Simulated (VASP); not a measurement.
# BiTe in VASP: a series of runs

The runs below take BiTe through electric field gradients, with LDA.

Everything below comes from runs of VASP 6.6.1. Logs are shortened: lines on timing, memory, paths and dates and some standing lists are left out, and cuts for length are marked.

### Step 1. The cell of the first run

Symmetry: Fm-3m, No. 225, cubic system. Conventional cell: a = 6.597 Å, b = 6.597 Å, c = 6.597 Å, α = 90.00°, β = 90.00°, γ = 90.00°. Bi (site symmetry m-3m) has 6 Te at 3.30 Å within 4.3 Å. Te (site symmetry m-3m) has 6 Bi at 3.30 Å within 4.3 Å.

### Step 2. Electric field gradients, LDA (35.89 Å³/atom)

INCAR

```
SYSTEM = BiTe
PREC     = Accurate       ! precision mode
ENCUT    = 520            ! plane-wave cutoff, eV
EDIFF    = 1E-8           ! SCF threshold, eV
ISMEAR   = -1             ! smearing method
SIGMA    = 0.08           ! smearing width, eV
LREAL    = .FALSE.        ! projectors in reciprocal space
LASPH    = .TRUE.         ! aspherical terms in the spheres
NELM     = 80             ! most SCF steps
ALGO     = Normal         ! electronic algorithm
ISIF     = 2              ! what is computed and relaxed
LWAVE    = .FALSE.        ! write WAVECAR
LCHARG   = .FALSE.        ! write CHGCAR
GGA      = CA             ! functional
LEFG     = .TRUE.       
NBANDS   = 18             ! bands
```

KPOINTS

```
regular mesh
0
G
  10 10 10
  0 0 0
```

POSCAR

```
BiTe
1.0
    0.0000000000      3.2984474805      3.2984474805
    3.2984474805      0.0000000000      3.2984474805
    3.2984474805      3.2984474805      0.0000000000
Bi Te
1 1
Direct
    0.0000000000      0.0000000000      0.0000000000
    0.5000000000      0.5000000000      0.5000000000
```

Potentials or basis: VASP PAW LDA potentials, release 64 (Bi_d, Te).

Launch:

```bash
cat potpaw_LDA.64/Bi_d/POTCAR potpaw_LDA.64/Te/POTCAR > POTCAR
mpirun -np 1 vasp_std > vasp.out
```

OUTCAR:

```text
SYSTEM = BiTe
   PREC = Accurate
   ENCUT = 520
   EDIFF = 1E-8
   ISMEAR = -1
   LREAL = .FALSE.
   LASPH = .TRUE.
   NELM = 80
   ISIF = 2
   GGA = CA

 ion  position               nearest neighbor table
   1  0.000  0.000  0.000-   2 3.30   2 3.30   2 3.30   2 3.30   2 3.30   2 3.30
   2  0.500  0.500  0.500-   1 3.30   1 3.30   1 3.30   1 3.30   1 3.30   1 3.30

  LATTYP: Found a face centered cubic cell.
 ALAT       =     6.5968949610

  Lattice vectors:

 A1 = (   0.0000000000,   3.2984474805,   3.2984474805)
 A2 = (   3.2984474805,   0.0000000000,   3.2984474805)
 A3 = (   3.2984474805,   3.2984474805,   0.0000000000)

Analysis of symmetry for initial positions (statically):
=====================================================================
 Subroutine PRICEL returns:
 Original cell was already a primitive cell.

 Routine SETGRP: Setting up the symmetry group for a
 face centered cubic supercell.

 Subroutine GETGRP returns: Found 48 space group operations
 (whereof 48 operations were pure point group operations)
 out of a pool of 48 trial point group operations.

The static configuration has the point symmetry O_h .

Analysis of symmetry for dynamics (positions and initial velocities):
=====================================================================
 Subroutine PRICEL returns:
 Original cell was already a primitive cell.

 Routine SETGRP: Setting up the symmetry group for a
 face centered cubic supercell.

 Subroutine GETGRP returns: Found 48 space group operations
 (whereof 48 operations were pure point group operations)
 out of a pool of 48 trial point group operations.

The dynamic configuration has the point symmetry O_h .

 Subroutine INISYM returns: Found 48 space group operations
 (whereof 48 operations are pure point group operations),
 and found     1 'primitive' translations

----------------------------------------------------------------------------------------

                                     Primitive cell

  volume of cell :      71.7726

  direct lattice vectors                    reciprocal lattice vectors
     0.000000000  3.298447481  3.298447481    -0.151586467  0.151586467  0.151586467
     3.298447481  0.000000000  3.298447481     0.151586467 -0.151586467  0.151586467
     3.298447481  3.298447481  0.000000000     0.151586467  0.151586467 -0.151586467

  length of vectors
     4.664709162  4.664709162  4.664709162     0.262555463  0.262555463  0.262555463

  position of ions in fractional coordinates (direct lattice)
     0.000000000  0.000000000  0.000000000
     0.500000000  0.500000000  0.500000000

  ion indices of the primitive-cell ions
   primitive index   ion index
                 1           1
                 2           2

----------------------------------------------------------------------------------------

 KPOINTS: regular mesh

Automatic generation of k-mesh.
 Grid dimensions read from file:
 generate k-points for:   10   10   10

 Generating k-lattice:

  Cartesian coordinates                     Fractional coordinates (reciprocal lattice)
    -0.015158647  0.015158647  0.015158647     0.100000000  0.000000000  0.000000000
     0.015158647 -0.015158647  0.015158647     0.000000000  0.100000000  0.000000000
     0.015158647  0.015158647 -0.015158647     0.000000000  0.000000000  0.100000000

  Length of vectors
     0.026255546  0.026255546  0.026255546

  Shift w.r.t. Gamma in fractional coordinates (k-lattice)
     0.000000000  0.000000000  0.000000000

 Subroutine IBZKPT returns following result:
 ===========================================

 Found     47 irreducible k-points:

 Following reciprocal coordinates:
            Coordinates               Weight
  0.000000  0.000000  0.000000      1.000000
  0.100000  0.000000  0.000000      8.000000
  0.200000  0.000000  0.000000      8.000000
  0.300000  0.000000  0.000000      8.000000
  0.400000  0.000000  0.000000      8.000000
  0.500000  0.000000  0.000000      4.000000
[... 16 lines left out ...]
  0.300000  0.300000  0.000000      6.000000
  0.400000  0.300000  0.000000     24.000000
 [... further k-points ...]
   k-points           NKPTS =     47   k-points in BZ     NKDIM =     47   number of bands    NBANDS=     18
   number of dos      NEDOS =    301   number of ions     NIONS =      2
   total plane-waves  NPLWV =  46656
   dimension x,y,z NGX =    36 NGY =   36 NGZ =   36
   dimension x,y,z NGXF=    72 NGYF=   72 NGZF=   72
   ions per type =               1   1
   NGX,Y,Z   is equivalent  to a cutoff of  12.83, 12.83, 12.83 a.u.
   NGXF,Y,Z  is equivalent  to a cutoff of  25.66, 25.66, 25.66 a.u.
 SYSTEM =  BiTe
   PREC   = accura    normal or accurate (medium, high low for compatibility)
   ISTART =      0    job   : 0-new  1-cont  2-samecut
   ICHARG =      2    charge: 1-file 2-atom 10-const
   ISPIN  =      1    spin polarized calculation?
   LNONCOLLINEAR =      F non collinear calculations
   LSORBIT =      F    spin-orbit coupling
   LASPH  =      T    aspherical Exc in radial PAW
   ENCUT  =  520.0 eV  38.22 Ry    6.18 a.u.   8.67  8.67  8.67*2*pi/ulx,y,z
   NELM   =     80;   NELMIN=  2; NELMDL= -5     # of ELM steps
   EDIFF  = 0.1E-07   stopping-criterion for ELM
   LREAL  =      F    real-space projection
   EDIFFG = 0.1E-06   stopping-criterion for IOM
   NSW    =      0    number of steps for IOM
   IBRION =     -1    ionic relax: 0-MD 1-quasi-New 2-CG
   NFREE  =      0    steps in history (QN), initial steepest desc. (CG)
   ISIF   =      2    stress and relaxation
   ISYM   =      2    0-nonsym 1-usesym 2-fastsym
   POTIM  = 0.5000    time-step for ionic-motion
   TEBEG  =    0.0;   TEEND  =   0.0 temperature during run
   PSTRESS=    0.0 pullay stress
   NELECT =      21.0000    total number of electrons
   NUPDOWN=      -1.0000    fix difference up-down
   EMIN   =  10.00;   EMAX   =-10.00  energy-range for DOS
   EFERMI =   0.00;   METHOD = LEGACY
   ISMEAR =    -1;   SIGMA  =   0.08  broadening in eV -4-tet -1-fermi 0-gaus
   EFERMI_NEDOS =   21; number of points for ismear=-14 and -15
   IALGO  =     38    algorithm
   IMIX   =      4    mixing-type and parameters
     AMIX     =   0.40;   BMIX     =  1.00
     AMIX_MAG =   1.60;   BMIX_MAG =  1.00
  volume/ion in A,a.u.               =      35.89       242.17
  Fermi-wavevector in a.u.,A,eV,Ry     =   1.086830  2.053811 16.071200  1.181200
  Thomas-Fermi vector in A             =   2.222976
   LORBIT       =      0    0 simple, 1 ext, 2 COOP (PROOUT), +10 PAW based schemes
   GGA     = CA    functional components
   LHFCALC =     F    Hartree Fock is set to
   AEXX    =    0.0000 exact exchange contribution
   IVDW    =     0    specifies the selected vdW correction
   LEPSILON=     F    determine dielectric tensor
   LRPA    =     F    only Hartree local field effects (RPA)
 non-spin polarized calculation
  energy-cutoff  :      520.00
  volume of cell :       71.77
 maximum number of plane-waves:      1964
   NGX = 17   NGY = 17   NGZ = 17

 number of electron      20.9999998 magnetization

 Free energy of the ion-electron system (eV)
  ---------------------------------------------------
  ext. energy  EPLUGINS =         0.00000000
  ---------------------------------------------------
  free energy    TOTEN  =        -8.40446572 eV

  energy without entropy =       -8.37254159  energy(sigma->0) =       -8.38850365

 E-fermi :   5.7233     XC(G=0):  -9.4247

 val. band max:        5.7065890179   @ k =  -0.2000   0.1000   0.0000
 cond. band min:       5.7647892601   @ k =   0.5000   0.1000   0.0000
 fundamental gap:      0.0582002422
 Fermi energy:         5.7232980827

 k-point     1 :       0.0000    0.0000    0.0000
  band No.  band energies     occupation
      1     -17.3138      2.00000
      2     -17.3138      2.00000
      3     -17.3098      2.00000
      4     -17.3098      2.00000
      5     -17.3098      2.00000
      6      -7.4023      2.00000
[... 10 lines left out ...]
     17      11.5246      0.00000
     18      12.3815      0.00000

 k-point     2 :       0.1000    0.0000    0.0000
  band No.  band energies     occupation
      1     -17.3141      2.00000
      2     -17.3141      2.00000
      3     -17.3096      2.00000
      4     -17.3094      2.00000
      5     -17.3094      2.00000
      6      -7.3200      2.00000
[... 10 lines left out ...]
     17      12.1048      0.00000
     18      12.8521      0.00000
[... 442 lines left out ...]
 k-point    24 :       0.4000    0.3000    0.0000
  band No.  band energies     occupation
      1     -17.3213      2.00000
      2     -17.3115      2.00000
      3     -17.3114      2.00000
      4     -17.3037      2.00000
      5     -17.3035      2.00000
      6      -6.2141      2.00000
[... 10 lines left out ...]
     17      14.5844      0.00000
     18      14.6712      0.00000

 [... further k-points ...]
[... 5 lines left out ...]
  --------------------------------------------------------------------------------------
  -------------------------------------------------------------------------------------
  Total       -2.2220295     -2.2220295     -2.2220295     -0.0000000      0.0000000     -0.0000000
  in kB      -49.6022862    -49.6022862    -49.6022862     -0.0000000      0.0000000     -0.0000000
  external PRESSURE =     -49.6022862 kB  Pullay stress =       0.0000000 kB

 VOLUME and BASIS-vectors are now :
 -----------------------------------------------------------------------------
  energy-cutoff  :      520.00
  volume of cell :       71.77
      direct lattice vectors                 reciprocal lattice vectors
     0.000000000  3.298447481  3.298447481    -0.151586467  0.151586467  0.151586467
     3.298447481  0.000000000  3.298447481     0.151586467 -0.151586467  0.151586467
     3.298447481  3.298447481  0.000000000     0.151586467  0.151586467 -0.151586467

 POSITION                                       TOTAL-FORCE (eV/Angst)
 -----------------------------------------------------------------------------------
      0.00000      0.00000      0.00000         0.000000      0.000000      0.000000
      3.29845      3.29845      3.29845        -0.000000     -0.000000     -0.000000
 -----------------------------------------------------------------------------------
    total drift:                               -0.000000      0.000000      0.000000

  FREE ENERGIE OF THE ION-ELECTRON SYSTEM (eV)
  ---------------------------------------------------
  free  energy   TOTEN  =        -8.4044657209 eV

  energy  without entropy=       -8.3725415882  energy(sigma->0) =       -8.38850365

 Electric field gradients (V/A^2)
---------------------------------------------------------------------
 ion       V_xx      V_yy      V_zz      V_xy      V_xz      V_yz
---------------------------------------------------------------------
   1      -0.000    -0.000    -0.000     0.002     0.002     0.002
   2      -0.000     0.000    -0.000    -0.000    -0.000    -0.000
---------------------------------------------------------------------

 Electric field gradients after diagonalization (V/A^2)
 (convention: |V_zz| > |V_xx| > |V_yy|)
----------------------------------------------------------------------
 ion       V_xx      V_yy      V_zz     asymmetry (V_yy - V_xx)/ V_zz
----------------------------------------------------------------------
   1      -0.002    -0.002     0.003       0.000
   2       0.000     0.000    -0.000       0.000
----------------------------------------------------------------------

           NMR quadrupolar parameters

 Cq : quadrupolar parameter    Cq=e*Q*V_zz/h
 eta: asymmetry parameters     (V_yy - V_xx)/ V_zz
 Q  : nuclear electric quadrupole moment in mb (millibarn)
----------------------------------------------------------------------
 ion       Cq(MHz)       eta       Q (mb)
----------------------------------------------------------------------
   1       0.000       0.000       1.000
   2      -0.000       0.000       1.000
----------------------------------------------------------------------
```

Run time: 80 s. Hardware: 1 thread of Intel Xeon 8259CL, shared host; peak memory 0.21 GiB.

Results:

- Free energy: -8.4045 eV
- Pressure: -5.0 GPa
- Band gap on the k mesh: zero (an odd number of electrons rules out a gap without spin polarisation)
- Largest electric field gradient by atom: zero within the noise of the run

Caveat: the cell stands under tension; spin-orbit coupling is left out, which moves the levels of the heavy elements.

### Step 3. Electric field gradients, LDA (35.89 Å³/atom)

INCAR

```
ALGO = Normal ; EDIFF = 1E-8
ENCUT = 520 ; ISIF = 2
ISMEAR = -1 ; LASPH = True
LCHARG = False ; LEFG = True
LREAL = False ; LWAVE = False
NBANDS = 18 ; NELM = 80
PREC = Accurate ; SIGMA = 0.08
```

KPOINTS

```
k-points
0
Gamma
  10 10 10
```

POSCAR is that of step 2.

Potentials or basis: VASP PAW LDA potentials, release 64 (Bi_d, Te).

Launch:

```bash
cat potpaw_LDA.64/Bi_d/POTCAR potpaw_LDA.64/Te/POTCAR > POTCAR
mpirun -np 1 vasp_std > vasp.out
```

OUTCAR:

```text
EDIFF = 1E-8
   ENCUT = 520
   ISIF = 2
   ISMEAR = -1
   LASPH = True
   LREAL = False
   NELM = 80
   PREC = Accurate

 ion  position               nearest neighbor table
   1  0.000  0.000  0.000-   2 3.30   2 3.30   2 3.30   2 3.30   2 3.30   2 3.30
   2  0.500  0.500  0.500-   1 3.30   1 3.30   1 3.30   1 3.30   1 3.30   1 3.30

  LATTYP: Found a face centered cubic cell.
 ALAT       =     6.5968949610

  Lattice vectors:

 A1 = (   0.0000000000,   3.2984474805,   3.2984474805)
 A2 = (   3.2984474805,   0.0000000000,   3.2984474805)
 A3 = (   3.2984474805,   3.2984474805,   0.0000000000)

[... 714 lines left out ...]
  free  energy   TOTEN  =        -8.4044657209 eV

  energy  without entropy=       -8.3725415882  energy(sigma->0) =       -8.38850365

 Electric field gradients (V/A^2)
---------------------------------------------------------------------
 ion       V_xx      V_yy      V_zz      V_xy      V_xz      V_yz
---------------------------------------------------------------------
   1      -0.000    -0.000    -0.000     0.002     0.002     0.002
   2      -0.000     0.000    -0.000    -0.000    -0.000    -0.000
---------------------------------------------------------------------

 Electric field gradients after diagonalization (V/A^2)
 (convention: |V_zz| > |V_xx| > |V_yy|)
----------------------------------------------------------------------
 ion       V_xx      V_yy      V_zz     asymmetry (V_yy - V_xx)/ V_zz
----------------------------------------------------------------------
   1      -0.002    -0.002     0.003       0.000
   2       0.000     0.000    -0.000       0.000
----------------------------------------------------------------------

           NMR quadrupolar parameters

 Cq : quadrupolar parameter    Cq=e*Q*V_zz/h
 eta: asymmetry parameters     (V_yy - V_xx)/ V_zz
 Q  : nuclear electric quadrupole moment in mb (millibarn)
----------------------------------------------------------------------
 ion       Cq(MHz)       eta       Q (mb)
----------------------------------------------------------------------
   1       0.000       0.000       1.000
   2      -0.000       0.000       1.000
----------------------------------------------------------------------
```

stdout:

```text
POSCAR found type information on POSCAR BiTe
 POSCAR found :  2 types and       2 ions
 scaLAPACK will be used
 LDA part: xc-table for (Slater(with rela. corr.)+CA(PZ))
 , standard interpolation
 POSCAR, INCAR and KPOINTS ok, starting setup
 FFT: planning ... GRIDC
 FFT: planning ... GRID_SOFT
 FFT: planning ... GRID
 WAVECAR not read
 entering main loop
ion   1

ion   2
```

Wall time 77 s (1 thread of Intel Xeon 8259CL, shared host); peak memory 0.21 GiB.

Results:

* Free energy: -8.4045 eV
* Pressure: -5.0 GPa
* Band gap on the k mesh: zero (an odd number of electrons rules out a gap without spin polarisation)
* Largest electric field gradient by atom: zero within the noise of the run

Levels at points of the mesh, in eV from the Fermi level:
```
           k point  band 7  band 8  band 9  band 10  band 11  band 12  band 13  band 14
(0.00, 0.00, 0.00)   -8.35   -2.35   -2.35    -2.35     2.01     2.01     2.01     4.79
(0.50, 0.00, 0.00)  -11.06   -1.75   -1.75    -1.57    -0.82    -0.54    -0.54     7.16
(0.50, 0.50, 0.00)   -9.95   -5.24   -3.71    -3.71     2.46     3.30     3.30     4.51
```

Caveat: the cell stands under tension; spin-orbit coupling is left out, which moves the levels of the heavy elements.

[end of part 1 of 2]
